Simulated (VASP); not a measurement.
# TiCo3 (Pm-3m) in VASP: further runs, part 2 of 2

VASP 6.6.1.

## 3. Single point, PBEsol, collinear spin, ferromagnetic start (13.72 Å³/atom)

File INCAR:

```
PREC = Accurate
ENCUT = 520
EDIFF = 1E-6
ISMEAR = 0
SIGMA = 0.15
LREAL = False
LASPH = True
NELM = 150
ALGO = Normal
ISIF = 2
LWAVE = False
LCHARG = False
ISPIN = 2
MAGMOM = 0.5 1.1 1.1 1.1
LORBIT = 11
NUPDOWN = 3.8
LMAXMIX = 4
GGA = PS
NBANDS = 32
```

File KPOINTS:

```
Automatic mesh
0
Gamma
  12 12 12
```

File POSCAR:

```
TiCo3
1.0
    3.8004616244      0.0000000000      0.0000000000
    0.0000000000      3.8004616244      0.0000000000
    0.0000000000      0.0000000000      3.8004616244
Ti Co
1 3
Direct
    0.0000000000      0.0000000000      0.0000000000
    0.0000000000      0.5000000000      0.5000000000
    0.5000000000      0.0000000000      0.5000000000
    0.5000000000      0.5000000000      0.0000000000
```

Potentials or basis: VASP PAW PBE potentials, release 64 (Ti_sv, Co).

On the command line:

```bash
cat potpaw_PBE.64/Ti_sv/POTCAR potpaw_PBE.64/Co/POTCAR > POTCAR
mpirun -np 1 vasp_std > vasp.out
```

OUTCAR:

```text
PREC = Accurate
   ENCUT = 520
   EDIFF = 1E-6
   ISMEAR = 0
   LREAL = False
   LASPH = True
   NELM = 150
   ISIF = 2
   ISPIN = 2
   LORBIT = 11
   NUPDOWN = 3.8
   GGA = PS

 ion  position               nearest neighbor table
   1  0.000  0.000  0.000-   2 2.69   3 2.69   4 2.69   2 2.69   3 2.69   2 2.69   4 2.69   2 2.69
                             3 2.69   4 2.69   3 2.69   4 2.69
   2  0.000  0.500  0.500-   1 2.69   3 2.69   4 2.69   1 2.69   4 2.69   1 2.69   3 2.69   1 2.69
                             3 2.69   4 2.69   4 2.69   3 2.69
   3  0.500  0.000  0.500-   1 2.69   2 2.69   4 2.69   1 2.69   4 2.69   2 2.69   4 2.69   4 2.69
                             1 2.69   2 2.69   1 2.69   2 2.69
   4  0.500  0.500  0.000-   1 2.69   2 2.69   3 2.69   2 2.69   3 2.69   1 2.69   3 2.69   3 2.69
                             1 2.69   2 2.69   2 2.69   1 2.69

  LATTYP: Found a simple cubic cell.
 ALAT       =     3.8004616244

  Lattice vectors:

 A1 = (   3.8004616244,   0.0000000000,   0.0000000000)
 A2 = (   0.0000000000,   3.8004616244,   0.0000000000)
 A3 = (   0.0000000000,   0.0000000000,   3.8004616244)

Analysis of symmetry for initial positions (statically):
=====================================================================
 Subroutine PRICEL returns:
 Original cell was already a primitive cell.

 Routine SETGRP: Setting up the symmetry group for a
 simple cubic supercell.

 Subroutine GETGRP returns: Found 48 space group operations
 (whereof 48 operations were pure point group operations)
 out of a pool of 48 trial point group operations.

The static configuration has the point symmetry O_h .

Analysis of symmetry for dynamics (positions and initial velocities):
=====================================================================
 Subroutine PRICEL returns:
 Original cell was already a primitive cell.

 Routine SETGRP: Setting up the symmetry group for a
 simple cubic supercell.

 Subroutine GETGRP returns: Found 48 space group operations
 (whereof 48 operations were pure point group operations)
 out of a pool of 48 trial point group operations.

The dynamic configuration has the point symmetry O_h .

Analysis of structural, dynamic, and magnetic symmetry:
=====================================================================
 Subroutine PRICEL returns:
 Original cell was already a primitive cell.

 Routine SETGRP: Setting up the symmetry group for a
 simple cubic supercell.

 Subroutine GETGRP returns: Found 48 space group operations
 (whereof 48 operations were pure point group operations)
 out of a pool of 48 trial point group operations.

The overall configuration has the point symmetry O_h .

 Subroutine INISYM returns: Found 48 space group operations
 (whereof 48 operations are pure point group operations),
 and found     1 'primitive' translations

----------------------------------------------------------------------------------------

                                     Primitive cell

  volume of cell :      54.8920

  direct lattice vectors                    reciprocal lattice vectors
     3.800461624  0.000000000  0.000000000     0.263125930  0.000000000  0.000000000
[... 89 lines left out ...]
   NELM   =    150;   NELMIN=  2; NELMDL= -5     # of ELM steps
   EDIFF  = 0.1E-05   stopping-criterion for ELM
   LREAL  =      F    real-space projection
   EDIFFG = 0.1E-04   stopping-criterion for IOM
   NSW    =      0    number of steps for IOM
   IBRION =     -1    ionic relax: 0-MD 1-quasi-New 2-CG
   NFREE  =      0    steps in history (QN), initial steepest desc. (CG)
   ISIF   =      2    stress and relaxation
   ISYM   =      2    0-nonsym 1-usesym 2-fastsym
   POTIM  = 0.5000    time-step for ionic-motion
   TEBEG  =    0.0;   TEEND  =   0.0 temperature during run
   PSTRESS=    0.0 pullay stress
   NELECT =      39.0000    total number of electrons
   NUPDOWN=       3.8000    fix difference up-down
   EMIN   =  10.00;   EMAX   =-10.00  energy-range for DOS
   EFERMI =   0.00;   METHOD = LEGACY
   ISMEAR =     0;   SIGMA  =   0.15  broadening in eV -4-tet -1-fermi 0-gaus
   EFERMI_NEDOS =   21; number of points for ismear=-14 and -15
   IALGO  =     38    algorithm
   IMIX   =      4    mixing-type and parameters
     AMIX     =   0.40;   BMIX     =  1.00
     AMIX_MAG =   1.60;   BMIX_MAG =  1.00
  volume/ion in A,a.u.               =      13.72        92.61
  Fermi-wavevector in a.u.,A,eV,Ry     =   1.460809  2.760528 29.034317  2.133962
  Thomas-Fermi vector in A             =   2.577215
   LORBIT       =     11    0 simple, 1 ext, 2 COOP (PROOUT), +10 PAW based schemes
   GGA     = PS    functional components
   LHFCALC =     F    Hartree Fock is set to
   AEXX    =    0.0000 exact exchange contribution
   IVDW    =     0    specifies the selected vdW correction
   LEPSILON=     F    determine dielectric tensor
   LRPA    =     F    only Hartree local field effects (RPA)
 spin polarized calculation
 Gauss-broadening in eV      SIGMA  =   0.15
  energy-cutoff  :      520.00
  volume of cell :       54.89
 maximum number of plane-waves:      1498
   NGX = 15   NGY = 15   NGZ = 15

 number of electron      39.0000010 magnetization       3.8000005

 Free energy of the ion-electron system (eV)
  ---------------------------------------------------
  ext. energy  EPLUGINS =         0.00000000
  ---------------------------------------------------
  free energy    TOTEN  =       -31.28911010 eV

  energy without entropy =      -31.20006582  energy(sigma->0) =      -31.24458796

 E-fermi :   7.9737     XC(G=0): -12.4173

 val. band max:        8.7522973261   @ k =   0.5000   0.4167   0.0000
 cond. band min:       7.9739346382   @ k =   0.5000   0.3333   0.0833
 fundamental gap:     -0.7783626879
 Fermi energy:         8.7547783795

 spin component 1

 k-point     1 :       0.0000    0.0000    0.0000
  band No.  band energies     occupation
      1     -48.4689      1.00000
      2     -24.7828      1.00000
      3     -24.7828      1.00000
      4     -24.7828      1.00000
      5       0.6076      1.00000
      6       4.0186      1.00000
[... 805 lines left out ...]
     30      17.7082      0.00000
     31      18.3188      0.00000

 [... further k-points ...]

 spin component 2

 k-point     1 :       0.0000    0.0000    0.0000
  band No.  band energies     occupation
      1     -48.8883      1.00000
      2     -25.2086      1.00000
      3     -25.2086      1.00000
      4     -25.2086      1.00000
      5       0.6395      1.00000
      6       4.7658      1.00000
[... 805 lines left out ...]
     30      18.1003      0.00000
     31      18.5331      0.00000

 [... further k-points ...]

 [bands above 31 left out]

------------------------ aborting loop because EDIFF is reached ----------------------------------------

  FORCE on cell =-STRESS in cart. coord.  units (eV):
  Direction    XX          YY          ZZ          XY          YZ          ZX
  --------------------------------------------------------------------------------------
  -------------------------------------------------------------------------------------
  Total       -8.5634169     -8.5634169     -8.5634169      0.0000000      0.0000000     -0.0000000
  in kB     -249.9473947   -249.9473947   -249.9473947      0.0000000      0.0000000     -0.0000000
  external PRESSURE =    -249.9473947 kB  Pullay stress =       0.0000000 kB

 VOLUME and BASIS-vectors are now :
 -----------------------------------------------------------------------------
  energy-cutoff  :      520.00
  volume of cell :       54.89
      direct lattice vectors                 reciprocal lattice vectors
     3.800461624  0.000000000  0.000000000     0.263125930  0.000000000  0.000000000
     0.000000000  3.800461624  0.000000000     0.000000000  0.263125930  0.000000000
     0.000000000  0.000000000  3.800461624     0.000000000  0.000000000  0.263125930

 POSITION                                       TOTAL-FORCE (eV/Angst)
 -----------------------------------------------------------------------------------
      0.00000      0.00000      0.00000         0.000000      0.000000      0.000000
      0.00000      1.90023      1.90023         0.000000      0.000000      0.000000
      1.90023      0.00000      1.90023         0.000000      0.000000      0.000000
      1.90023      1.90023      0.00000         0.000000      0.000000      0.000000
 -----------------------------------------------------------------------------------
    total drift:                                0.000000      0.000000      0.000000

  FREE ENERGIE OF THE ION-ELECTRON SYSTEM (eV)
  ---------------------------------------------------
  free  energy   TOTEN  =       -31.2891101039 eV

  energy  without entropy=      -31.2000658165  energy(sigma->0) =      -31.24458796

 total charge

# of ion       s       p       d       tot
------------------------------------------
    1        2.229   6.149   1.789  10.167
    2        0.451   0.403   7.185   8.039
    3        0.451   0.403   7.185   8.039
    4        0.451   0.403   7.185   8.039
--------------------------------------------------
tot          3.584   7.358  23.343  34.284

 magnetization (x)

# of ion       s       p       d       tot
------------------------------------------
    1       -0.010  -0.014  -0.445  -0.469
    2        0.006  -0.009   1.472   1.469
    3        0.006  -0.009   1.472   1.469
    4        0.006  -0.009   1.472   1.469
--------------------------------------------------
tot          0.007  -0.041   3.971   3.937
```

It took 3.9 min on 1 thread of Oxide Virtual Turin-like, shared host; peak memory 0.29 GiB.

What came out:

| Item | Value |
| --- | --- |
| Free energy | -31.2891 eV |
| Pressure | -25.0 GPa |
| Net moment | 3.80 μB per cell |
| Site moments | Ti -0.47; Co +1.47 μB |
| Valence electrons inside the program's atomic spheres | Ti 10.17; Co 8.04 |

Caveat: the cell stands under tension; the PAW data sets were made with another functional, which shifts forces and pressure a little; the total moment is fixed, so each spin has its own Fermi level and the state may be an excited one.

## 4. Single point, PBEsol, collinear spin, ferromagnetic start (13.04 Å³/atom)

This run uses another cell than the first one, of 13.04 Å³/atom.

File INCAR:

```
SYSTEM = TiCo3
  ALGO = Normal
  EDIFF = 1E-6
  ENCUT = 520
  GGA = PS
  ISIF = 2
  ISMEAR = 0
  ISPIN = 2
  LASPH = .True.
  LCHARG = .False.
  LMAXMIX = 4
  LORBIT = 11
  LREAL = .False.
  LWAVE = .False.
  MAGMOM = 0.4 0.88 0.88 0.88
  NBANDS = 32
  NELM = 150
  NUPDOWN = 3.04
  PREC = Accurate
  SIGMA = 0.15
```

File KPOINTS:

```
k-points
0
Gamma
  12 12 12
  0 0 0
```

File POSCAR:

```
TiCo3
1.0
    3.7360489029      0.0000000000      0.0000000000
    0.0000000000      3.7360489029      0.0000000000
    0.0000000000      0.0000000000      3.7360489029
Ti Co
1 3
Direct
    0.0000000000      0.0000000000      0.0000000000
    0.0000000000      0.5000000000      0.5000000000
    0.5000000000      0.0000000000      0.5000000000
    0.5000000000      0.5000000000      0.0000000000
```

Potentials or basis: VASP PAW PBE potentials, release 64 (Ti_sv, Co).

On the command line:

```bash
cat potpaw_PBE.64/Ti_sv/POTCAR potpaw_PBE.64/Co/POTCAR > POTCAR
mpirun -np 1 vasp_std > vasp.out
```

OUTCAR:

```text
SYSTEM = TiCo3
   EDIFF = 1E-6
   ENCUT = 520
   GGA = PS
   ISIF = 2
   ISMEAR = 0
   ISPIN = 2
   LASPH = .True.
   LORBIT = 11
   LREAL = .False.
   NELM = 150
   NUPDOWN = 3.04
   PREC = Accurate

 ion  position               nearest neighbor table
   1  0.000  0.000  0.000-   2 2.64   3 2.64   4 2.64   2 2.64   3 2.64   2 2.64   4 2.64   2 2.64
                             3 2.64   4 2.64   3 2.64   4 2.64
   2  0.000  0.500  0.500-   1 2.64   3 2.64   4 2.64   1 2.64   4 2.64   1 2.64   3 2.64   1 2.64
                             3 2.64   4 2.64   4 2.64   3 2.64
   3  0.500  0.000  0.500-   1 2.64   2 2.64   4 2.64   1 2.64   4 2.64   2 2.64   4 2.64   4 2.64
                             1 2.64   2 2.64   1 2.64   2 2.64
   4  0.500  0.500  0.000-   1 2.64   2 2.64   3 2.64   2 2.64   3 2.64   1 2.64   3 2.64   3 2.64
                             1 2.64   2 2.64   2 2.64   1 2.64

  LATTYP: Found a simple cubic cell.
 ALAT       =     3.7360489029

  Lattice vectors:

 A1 = (   3.7360489029,   0.0000000000,   0.0000000000)
 A2 = (   0.0000000000,   3.7360489029,   0.0000000000)
 A3 = (   0.0000000000,   0.0000000000,   3.7360489029)

[... 1846 lines left out ...]
  --------------------------------------------------------------------------------------
  -------------------------------------------------------------------------------------
  Total       -7.5898346     -7.5898346     -7.5898346     -0.0000000      0.0000000     -0.0000000
  in kB     -233.1874848   -233.1874848   -233.1874848     -0.0000000      0.0000000     -0.0000000
  external PRESSURE =    -233.1874848 kB  Pullay stress =       0.0000000 kB

 VOLUME and BASIS-vectors are now :
 -----------------------------------------------------------------------------
  energy-cutoff  :      520.00
  volume of cell :       52.15
      direct lattice vectors                 reciprocal lattice vectors
     3.736048903  0.000000000  0.000000000     0.267662449  0.000000000  0.000000000
     0.000000000  3.736048903  0.000000000     0.000000000  0.267662449  0.000000000
     0.000000000  0.000000000  3.736048903     0.000000000  0.000000000  0.267662449

 POSITION                                       TOTAL-FORCE (eV/Angst)
 -----------------------------------------------------------------------------------
      0.00000      0.00000      0.00000         0.000000      0.000000      0.000000
      0.00000      1.86802      1.86802         0.000000      0.000000      0.000000
      1.86802      0.00000      1.86802         0.000000      0.000000      0.000000
      1.86802      1.86802      0.00000         0.000000      0.000000      0.000000
 -----------------------------------------------------------------------------------
    total drift:                                0.000000      0.000000      0.000000

  FREE ENERGIE OF THE ION-ELECTRON SYSTEM (eV)
  ---------------------------------------------------
  free  energy   TOTEN  =       -32.0088082538 eV

  energy  without entropy=      -31.9482996195  energy(sigma->0) =      -31.97855394

 total charge

# of ion       s       p       d       tot
------------------------------------------
    1        2.242   6.157   1.829  10.227
    2        0.461   0.431   7.229   8.121
    3        0.461   0.431   7.229   8.121
    4        0.461   0.431   7.229   8.121
--------------------------------------------------
tot          3.625   7.449  23.517  34.590

 magnetization (x)

# of ion       s       p       d       tot
------------------------------------------
    1       -0.009  -0.024  -0.446  -0.479
    2       -0.003  -0.017   1.245   1.226
    3       -0.003  -0.017   1.245   1.226
    4       -0.003  -0.017   1.245   1.226
--------------------------------------------------
tot         -0.019  -0.074   3.290   3.197
```

OSZICAR:

```text
N       E                     dE             d eps       ncg     rms          rms(c)
DAV:   1     0.314794120981E+03    0.31479E+03   -0.16986E+04 10776   0.156E+03
DAV:   2    -0.124373374824E+02   -0.32723E+03   -0.31138E+03 10880   0.364E+02
DAV:   3    -0.366478044361E+02   -0.24210E+02   -0.23240E+02 13552   0.115E+02
DAV:   4    -0.375056211014E+02   -0.85782E+00   -0.85247E+00 13848   0.189E+01
DAV:   5    -0.375305699875E+02   -0.24949E-01   -0.24947E-01 13552   0.299E+00    0.211E+01
DAV:   6    -0.376838129783E+02   -0.15324E+00   -0.44210E+01 11952   0.852E+01    0.212E+01
DAV:   7    -0.330042070460E+02    0.46796E+01   -0.27587E+01 13552   0.517E+01    0.125E+01
DAV:   8    -0.320825273461E+02    0.92168E+00   -0.35146E+00 15480   0.204E+01    0.271E+00
DAV:   9    -0.320173766885E+02    0.65151E-01   -0.24358E-01 14112   0.465E+00    0.192E+00
DAV:  10    -0.320181176734E+02   -0.74098E-03   -0.84455E-02 14416   0.250E+00    0.141E+00
DAV:  11    -0.320099701203E+02    0.81476E-02   -0.23543E-02 13216   0.139E+00    0.483E-01
DAV:  12    -0.320086878627E+02    0.12823E-02   -0.29743E-03 13880   0.530E-01    0.251E-01
DAV:  13    -0.320088000260E+02   -0.11216E-03   -0.20443E-03 14144   0.412E-01    0.636E-02
DAV:  14    -0.320088062034E+02   -0.61774E-05   -0.23555E-04 13272   0.139E-01    0.200E-02
DAV:  15    -0.320088086912E+02   -0.24877E-05   -0.14721E-05 13144   0.315E-02    0.122E-02
DAV:  16    -0.320088082538E+02    0.43737E-06   -0.19452E-06  9896   0.127E-02
   1 F= -.32008808E+02 E0= -.31978554E+02  d E =-.605086E-01  mag=     3.0400
```

Wall time 8.3 min (1 thread of Oxide Virtual Turin-like, shared host); peak memory 0.29 GiB.

Results:

```yaml
Free_energy: -32.0088 eV
Pressure: -23.3 GPa
Net_moment: 3.04 μB per cell
Site_moments: Ti -0.48; Co +1.23 μB
Valence_electrons_inside_the_program's_atomic_spheres: Ti 10.23; Co 8.12
```

Caveat: the cell stands under tension; the PAW data sets were made with another functional, which shifts forces and pressure a little; the total moment is fixed, so each spin has its own Fermi level and the state may be an excited one.

## 5. Single point, PBEsol, collinear spin, ferromagnetic start (13.04 Å³/atom)

This run uses another cell than the first one, of 13.04 Å³/atom.

File INCAR:

```
SYSTEM = TiCo3
  PREC = Accurate
  ENCUT = 520
  EDIFF = 1E-6
  ISMEAR = 0
  SIGMA = 0.15
  LREAL = .FALSE.
  LASPH = .TRUE.
  NELM = 150
  ALGO = Normal
  ISIF = 2
  LWAVE = .FALSE.
  LCHARG = .FALSE.
  ISPIN = 2
  MAGMOM = 0.2 0.44 0.44 0.44
  LORBIT = 11
  NUPDOWN = 1.52
  LMAXMIX = 4
  GGA = PS
  NBANDS = 32
```

File KPOINTS:

```
Automatic mesh
0
G
  12 12 12
  0 0 0
```

POSCAR is that of step 4.

On the command line:

```bash
cat potpaw_PBE.64/Ti_sv/POTCAR potpaw_PBE.64/Co/POTCAR > POTCAR
mpirun -np 1 vasp_std > vasp.out
```

Run time: 6.2 min. Hardware: 1 thread of Oxide Virtual Turin-like, shared host; peak memory 0.28 GiB.

The run converged. Its results:

```yaml
Free_energy: -31.9440 eV
Pressure: -26.7 GPa
Net_moment: 1.52 μB per cell
Site_moments: Ti -0.34; Co +0.67 μB
Valence_electrons_inside_the_program's_atomic_spheres: Ti 10.22; Co 8.13
```

Caveat: the cell stands under tension; the PAW data sets were made with another functional, which shifts forces and pressure a little; the total moment is fixed, so each spin has its own Fermi level and the state may be an excited one.

## 6. Overview

| fixed moment (μB) | cell | pressure (GPa) | moment (μB) |
| --- | --- | --- | --- |
| 6.84 | a = 3.800 Å, 4 atoms | -14.9 | 6.84 |
| 3.8 | a = 3.800 Å, 4 atoms | -25.0 | 3.80 |
| 3.04 | a = 3.736 Å, 4 atoms | -23.3 | 3.04 |
| 1.52 | a = 3.736 Å, 4 atoms | -26.7 | 1.52 |

Alike in all rows: task single point; level PBEsol; potentials or basis VASP PAW PBE potentials, release 64 (Ti_sv, Co); spin collinear, ferromagnetic start; k mesh 12 × 12 × 12; cutoff (eV) 520; smearing gaussian 0.15 eV.

Caveats: the cell stands under tension; the PAW data sets were made with another functional, which shifts forces and pressure a little; the total moment is fixed, so each spin has its own Fermi level and the state may be an excited one.

Total energies depend on the potentials used, so only differences within one code and one set of settings carry meaning.
